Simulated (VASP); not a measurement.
# Zn16S15O (a cell with a defect) in VASP: electric field gradients with PBE

Aim: the electric field gradients of Zn16S15O (a cell with a defect) with PBE.

Program: VASP 6.6.1. These are calculated values, not measurements. Logs are shortened: lines on timing, memory, paths and dates and some standing lists are left out, and cuts for length are marked.

**1. The cell of the first run**

The cell holds a defect, 32 atoms: a = 7.612 Å, b = 7.612 Å, c = 12.476 Å, α = 90.00°, β = 90.00°, γ = 120.00°.

**2. Electric field gradients, PBE**

INCAR reads:

```
PREC     = Accurate       # precision mode
ENCUT    = 520            # plane-wave cutoff, eV
EDIFF    = 1E-8           # SCF threshold, eV
ISMEAR   = -1             # smearing method
SIGMA    = 0.01           # smearing width, eV
LREAL    = Auto         
LASPH    = T              # aspherical terms in the spheres
NELM     = 100            # most SCF steps
ALGO     = Normal         # electronic algorithm
ISIF     = 2              # what is computed and relaxed
LWAVE    = F              # write WAVECAR
LCHARG   = F              # write CHGCAR
GGA      = PE             # functional
LEFG     = T            
NBANDS   = 166            # bands
```

KPOINTS reads:

```
Automatic mesh
0
Gamma
  3 3 2
```

POSCAR reads:

```
Zn16S15O
1.0
    7.6115929341      0.0000000000      0.0000000000
   -3.8057964671      6.5918328442      0.0000000000
    0.0000000000      0.0000000000     12.4759632600
Zn O S
16 1 15
Direct
    0.1666666667      0.3333333333      0.0000698400
    0.1666666667      0.3333333333      0.5000698400
    0.1666666667      0.8333333333      0.0000698400
    0.1666666667      0.8333333333      0.5000698400
    0.6666666667      0.3333333333      0.0000698400
    0.6666666667      0.3333333333      0.5000698400
    0.6666666667      0.8333333333      0.0000698400
    0.6666666667      0.8333333333      0.5000698400
    0.3333333333      0.1666666667      0.2500698400
    0.3333333333      0.1666666667      0.7500698400
    0.3333333333      0.6666666667      0.2500698400
    0.3333333333      0.6666666667      0.7500698400
    0.8333333333      0.1666666667      0.2500698400
    0.8333333333      0.1666666667      0.7500698400
    0.8333333333      0.6666666667      0.2500698400
    0.8333333333      0.6666666667      0.7500698400
    0.1666666667      0.3333333333      0.1874301600
    0.1666666667      0.3333333333      0.6874301600
    0.1666666667      0.8333333333      0.1874301600
    0.1666666667      0.8333333333      0.6874301600
    0.6666666667      0.3333333333      0.1874301600
    0.6666666667      0.3333333333      0.6874301600
    0.6666666667      0.8333333333      0.1874301600
    0.6666666667      0.8333333333      0.6874301600
    0.3333333333      0.1666666667      0.4374301600
    0.3333333333      0.1666666667      0.9374301600
    0.3333333333      0.6666666667      0.4374301600
    0.3333333333      0.6666666667      0.9374301600
    0.8333333333      0.1666666667      0.4374301600
    0.8333333333      0.1666666667      0.9374301600
    0.8333333333      0.6666666667      0.4374301600
    0.8333333333      0.6666666667      0.9374301600
```

Potentials or basis: VASP PAW PBE potentials, release 64 (Zn, O, S).

Run with:

```sh
> cat potpaw_PBE.64/Zn/POTCAR potpaw_PBE.64/O/POTCAR potpaw_PBE.64/S/POTCAR > POTCAR
> mpirun -np 1 vasp_std > vasp.out
```

OUTCAR:

```text
PREC = Accurate
   ENCUT = 520
   EDIFF = 1E-8
   ISMEAR = -1
   LREAL = Auto
   LASPH = T
   NELM = 100
   ISIF = 2
   GGA = PE

 ion  position               nearest neighbor table
   1  0.167  0.333  0.000-  26 2.33  30 2.33  28 2.33  17 2.34
   2  0.167  0.333  0.500-  25 2.33  29 2.33  27 2.33  18 2.34
   3  0.167  0.833  0.000-  28 2.33  32 2.33  26 2.33  19 2.34
   4  0.167  0.833  0.500-  27 2.33  31 2.33  25 2.33  20 2.34
   5  0.667  0.333  0.000-  30 2.33  26 2.33  32 2.33  21 2.34
   6  0.667  0.333  0.500-  29 2.33  25 2.33  31 2.33  22 2.34
[... 24 lines left out ...]
  31  0.833  0.667  0.437-   8 2.33   4 2.33   6 2.33  15 2.34
  32  0.833  0.667  0.937-   7 2.33   3 2.33   5 2.33  16 2.34

  LATTYP: Found a hexagonal cell.
 ALAT       =     7.6115929341
 C/A-ratio  =     1.6390738927

  Lattice vectors:

 A1 = (   7.6115929341,   0.0000000000,   0.0000000000)
 A2 = (  -3.8057964671,   6.5918328442,   0.0000000000)
 A3 = (   0.0000000000,   0.0000000000,  12.4759632600)

Analysis of symmetry for initial positions (statically):
=====================================================================
 Subroutine PRICEL returns:
 Original cell was already a primitive cell.

 Routine SETGRP: Setting up the symmetry group for a
 hexagonal supercell.

 Subroutine GETGRP returns: Found  6 space group operations
 (whereof  2 operations were pure point group operations)
 out of a pool of 24 trial point group operations.

The static configuration has the point symmetry C_1h.
 The point group associated with its full space group is C_3v.

Analysis of symmetry for dynamics (positions and initial velocities):
=====================================================================
 Subroutine PRICEL returns:
 Original cell was already a primitive cell.

 Routine SETGRP: Setting up the symmetry group for a
 hexagonal supercell.

 Subroutine GETGRP returns: Found  6 space group operations
 (whereof  2 operations were pure point group operations)
 out of a pool of 24 trial point group operations.

The dynamic configuration has the point symmetry C_1h.
 The point group associated with its full space group is C_3v.

 Subroutine INISYM returns: Found  6 space group operations
 (whereof  2 operations are pure point group operations),
 and found     1 'primitive' translations

----------------------------------------------------------------------------------------

                                     Primitive cell

  volume of cell :     625.9733

  direct lattice vectors                    reciprocal lattice vectors
     7.611592934  0.000000000  0.000000000     0.131378544  0.075851438  0.000000000
    -3.805796467  6.591832844  0.000000000     0.000000000  0.151702876  0.000000000
     0.000000000  0.000000000 12.475963260     0.000000000  0.000000000  0.080154132

  length of vectors
     7.611592934  7.611592934 12.475963260     0.151702876  0.151702876  0.080154132

  position of ions in fractional coordinates (direct lattice)
     0.166666667  0.333333333  0.000069840
     0.166666667  0.333333333  0.500069840
     0.166666667  0.833333333  0.000069840
     0.166666667  0.833333333  0.500069840
     0.666666667  0.333333333  0.000069840
     0.666666667  0.333333333  0.500069840
[... 24 lines left out ...]
     0.833333333  0.666666667  0.437430160
     0.833333333  0.666666667  0.937430160

  ion indices of the primitive-cell ions
   primitive index   ion index
                 1           1
                 2           2
                 3           3
                 4           4
                 5           5
                 6           6
[... 24 lines left out ...]
                31          31
                32          32

----------------------------------------------------------------------------------------

[... 52 lines left out ...]
   EDIFFG = 0.1E-06   stopping-criterion for IOM
   NSW    =      0    number of steps for IOM
   IBRION =     -1    ionic relax: 0-MD 1-quasi-New 2-CG
   NFREE  =      0    steps in history (QN), initial steepest desc. (CG)
   ISIF   =      2    stress and relaxation
   ISYM   =      2    0-nonsym 1-usesym 2-fastsym
   POTIM  = 0.5000    time-step for ionic-motion
   TEBEG  =    0.0;   TEEND  =   0.0 temperature during run
   PSTRESS=    0.0 pullay stress
   NELECT =     288.0000    total number of electrons
   NUPDOWN=      -1.0000    fix difference up-down
   EMIN   =  10.00;   EMAX   =-10.00  energy-range for DOS
   EFERMI =   0.00;   METHOD = LEGACY
   ISMEAR =    -1;   SIGMA  =   0.01  broadening in eV -4-tet -1-fermi 0-gaus
   EFERMI_NEDOS =   21; number of points for ismear=-14 and -15
   IALGO  =     38    algorithm
   IMIX   =      4    mixing-type and parameters
     AMIX     =   0.40;   BMIX     =  1.00
     AMIX_MAG =   1.60;   BMIX_MAG =  1.00
  volume/ion in A,a.u.               =      19.56       132.01
  Fermi-wavevector in a.u.,A,eV,Ry     =   1.263825  2.388284 21.731966  1.597254
  Thomas-Fermi vector in A             =   2.397162
   LORBIT       =      0    0 simple, 1 ext, 2 COOP (PROOUT), +10 PAW based schemes
   GGA     = PE    functional components
   LHFCALC =     F    Hartree Fock is set to
   AEXX    =    0.0000 exact exchange contribution
   IVDW    =     0    specifies the selected vdW correction
   LEPSILON=     F    determine dielectric tensor
   LRPA    =     F    only Hartree local field effects (RPA)
 non-spin polarized calculation
  energy-cutoff  :      520.00
  volume of cell :      625.97
 maximum number of plane-waves:     16908
 NGX is ok and might be reduce to    60
   NGX = 29   NGY = 29   NGZ = 47

 number of electron     287.9999992 magnetization

 Free energy of the ion-electron system (eV)
  ---------------------------------------------------
  ext. energy  EPLUGINS =         0.00000000
  ---------------------------------------------------
  free energy    TOTEN  =      -110.18296652 eV

  energy without entropy =     -110.18296652  energy(sigma->0) =     -110.18296652

 E-fermi :   2.2136     XC(G=0):  -9.5935

 val. band max:        1.9457907791   @ k =   0.0000   0.0000   0.0000
 cond. band min:       3.8489623596   @ k =   0.0000   0.0000   0.0000
 fundamental gap:      1.9031715805
 Fermi energy:         2.2135754039

 k-point     1 :       0.0000    0.0000    0.0000
  band No.  band energies     occupation
      1     -13.3828      2.00000
      2     -11.2119      2.00000
      3     -10.8293      2.00000
      4     -10.7408      2.00000
      5     -10.3326      2.00000
      6     -10.3326      2.00000
[... 943 lines left out ...]
    155       6.9861      0.00000
    156       7.0178      0.00000
 [bands above 156 left out]

------------------------ aborting loop because EDIFF is reached ----------------------------------------

  FORCE on cell =-STRESS in cart. coord.  units (eV):
  Direction    XX          YY          ZZ          XY          YZ          ZX
  --------------------------------------------------------------------------------------
  -------------------------------------------------------------------------------------
  Total        3.6135122      3.6135122      3.3452758     -0.0000000      0.0000000     -0.0000000
  in kB        9.2487763      9.2487763      8.5622259     -0.0000000      0.0000000     -0.0000000
  external PRESSURE =       9.0199262 kB  Pullay stress =       0.0000000 kB

 VOLUME and BASIS-vectors are now :
 -----------------------------------------------------------------------------
  energy-cutoff  :      520.00
  volume of cell :      625.97
      direct lattice vectors                 reciprocal lattice vectors
     7.611592934  0.000000000  0.000000000     0.131378544  0.075851438  0.000000000
    -3.805796467  6.591832844  0.000000000     0.000000000  0.151702876  0.000000000
     0.000000000  0.000000000 12.475963260     0.000000000  0.000000000  0.080154132

 POSITION                                       TOTAL-FORCE (eV/Angst)
 -----------------------------------------------------------------------------------
      0.00000      2.19728      0.00087         0.000000     -0.000000      1.366223
      0.00000      2.19728      6.23885         0.000000     -0.000000     -0.029022
     -1.90290      5.49319      0.00087        -0.005731     -0.003309      0.023985
     -1.90290      5.49319      6.23885        -0.010667     -0.006159     -0.001384
      3.80580      2.19728      0.00087        -0.000000      0.006618      0.023985
      3.80580      2.19728      6.23885        -0.000000      0.012317     -0.001384
[... 24 lines left out ...]
      3.80580      4.39456      5.45736         0.000000     -0.000000     -0.003051
      3.80580      4.39456     11.69534         0.000000     -0.000000     -0.026867
 -----------------------------------------------------------------------------------
    total drift:                                0.000002     -0.000004     -0.018292

  FREE ENERGIE OF THE ION-ELECTRON SYSTEM (eV)
  ---------------------------------------------------
  free  energy   TOTEN  =      -110.1829665244 eV

  energy  without entropy=     -110.1829665244  energy(sigma->0) =     -110.18296652

 Electric field gradients (V/A^2)
---------------------------------------------------------------------
 ion       V_xx      V_yy      V_zz      V_xy      V_xz      V_yz
---------------------------------------------------------------------
   1     -20.169   -20.170    40.339    -0.000    -0.000     0.000
   2      -0.524    -0.524     1.048    -0.000    -0.000     0.000
   3      -0.413    -0.312     0.725    -0.088     0.096     0.055
   4      -0.531    -0.495     1.025    -0.032    -0.001    -0.000
   5      -0.261    -0.464     0.725    -0.000    -0.000    -0.111
   6      -0.476    -0.549     1.025    -0.000    -0.000     0.001
[... 24 lines left out ...]
  31      -1.300    -1.300     2.600    -0.000    -0.000     0.000
  32      -1.661    -1.661     3.322    -0.000    -0.000     0.000
---------------------------------------------------------------------

 Electric field gradients after diagonalization (V/A^2)
 (convention: |V_zz| > |V_xx| > |V_yy|)
----------------------------------------------------------------------
 ion       V_xx      V_yy      V_zz     asymmetry (V_yy - V_xx)/ V_zz
----------------------------------------------------------------------
   1     -20.170   -20.169    40.339       0.000
   2      -0.524    -0.523     1.048       0.001
   3      -0.474    -0.261     0.735       0.289
   4      -0.549    -0.476     1.025       0.072
   5      -0.474    -0.261     0.735       0.289
   6      -0.549    -0.476     1.025       0.072
[... 24 lines left out ...]
  31      -1.300    -1.300     2.600       0.000
  32      -1.661    -1.661     3.322       0.000
----------------------------------------------------------------------

           NMR quadrupolar parameters

 Cq : quadrupolar parameter    Cq=e*Q*V_zz/h
 eta: asymmetry parameters     (V_yy - V_xx)/ V_zz
 Q  : nuclear electric quadrupole moment in mb (millibarn)
----------------------------------------------------------------------
 ion       Cq(MHz)       eta       Q (mb)
----------------------------------------------------------------------
   1       0.098       0.000       1.000
   2       0.003       0.001       1.000
   3       0.002       0.289       1.000
   4       0.002       0.072       1.000
   5       0.002       0.289       1.000
   6       0.002       0.072       1.000
[... 24 lines left out ...]
  31       0.006       0.000       1.000
  32       0.008       0.000       1.000
----------------------------------------------------------------------
```

Wall time 21 min (1 thread of AMD EPYC 9R45 (Zen 5), shared host); peak memory 0.91 GiB.

What came out:

```yaml
Free_energy: -110.1830 eV
Pressure: 0.9 GPa
Largest_force: 1.370 eV/Å
Band_gap_on_the_k_mesh: 1.90 eV
Largest_electric_field_gradient_by_atom: Zn +40.3, +1.0, +0.7, +38.6, +1.4, +1.2, +0.5 (each value once); O +0.7; S +2.3, +7.2, +3.1, +6.0, +6.7, +2.6, +3.3 (each value once) V/Å²
```

Forces on the atoms (eV/Å):
```
Zn   0.000  0.000  1.366
Zn   0.000  0.000 -0.029
Zn  -0.006 -0.003  0.024
Zn  -0.011 -0.006 -0.001
Zn   0.000  0.007  0.024
Zn   0.000  0.012 -0.001
Zn   0.006 -0.003  0.024
Zn   0.011 -0.006 -0.001
Zn  -1.122  0.648 -0.446
Zn  -0.013  0.008  0.006
Zn   0.000 -1.295 -0.446
Zn   0.000 -0.016  0.006
Zn   1.122  0.648 -0.446
Zn   0.013  0.008  0.006
Zn   0.000  0.000 -0.003
Zn   0.000  0.000  0.028
O    0.000  0.000  0.035
S    0.000  0.000 -0.009
S   -0.054 -0.031 -0.055
S    0.007  0.004 -0.011
S    0.000  0.062 -0.055
S    0.000 -0.008 -0.011
S    0.054 -0.031 -0.055
S   -0.007  0.004 -0.011
S   -0.072  0.042 -0.082
S   -0.033  0.019  0.112
S    0.000 -0.083 -0.082
S    0.000 -0.038  0.112
S    0.072  0.042 -0.082
S    0.033  0.019  0.112
S    0.000  0.000 -0.003
S    0.000  0.000 -0.027
```

Levels at points of the mesh, in eV from the valence-band top:
```tsv
k point	band 140	band 141	band 142	band 143	band 144	band 145	band 146	band 147	band 148	band 149
(0.00, 0.00, 0.00)	-0.41	-0.41	-0.07	0.00	0.00	1.90	2.93	3.24	3.49	3.58
(0.00, 0.00, 0.50)	-0.65	-0.13	-0.13	-0.13	-0.13	2.42	3.04	3.24	3.27	3.47
```

Electric field gradients, principal values (V/Å²):
```tsv
atom	least	middle	greatest (by size)
1 Zn	-20.169	-20.170	40.339
2 Zn	-0.523	-0.524	1.048
3 Zn	-0.261	-0.474	0.735
4 Zn	-0.476	-0.549	1.025
5 Zn	-0.261	-0.474	0.735
6 Zn	-0.476	-0.549	1.025
7 Zn	-0.262	-0.473	0.735
8 Zn	-0.477	-0.549	1.025
9 Zn	-19.012	-19.617	38.629
10 Zn	-0.646	-0.795	1.441
11 Zn	-19.012	-19.616	38.629
12 Zn	-0.645	-0.795	1.441
13 Zn	-19.012	-19.616	38.629
14 Zn	-0.645	-0.795	1.441
15 Zn	-0.619	-0.620	1.239
16 Zn	-0.243	-0.243	0.486
17 O	-0.324	-0.331	0.655
18 S	-1.136	-1.136	2.272
19 S	-1.203	-5.963	7.166
20 S	-1.498	-1.572	3.070
21 S	-1.203	-5.963	7.166
22 S	-1.498	-1.572	3.070
23 S	-1.202	-5.962	7.164
24 S	-1.499	-1.571	3.070
25 S	-2.567	-3.425	5.992
26 S	-2.808	-3.875	6.682
27 S	-2.567	-3.425	5.992
28 S	-2.808	-3.874	6.682
29 S	-2.567	-3.425	5.992
30 S	-2.808	-3.874	6.682
31 S	-1.300	-1.300	2.600
32 S	-1.661	-1.661	3.322
```

Caveat: without QUAD_EFG the Cq values of the log hold for a quadrupole moment of 1 mb, not for the nuclei.
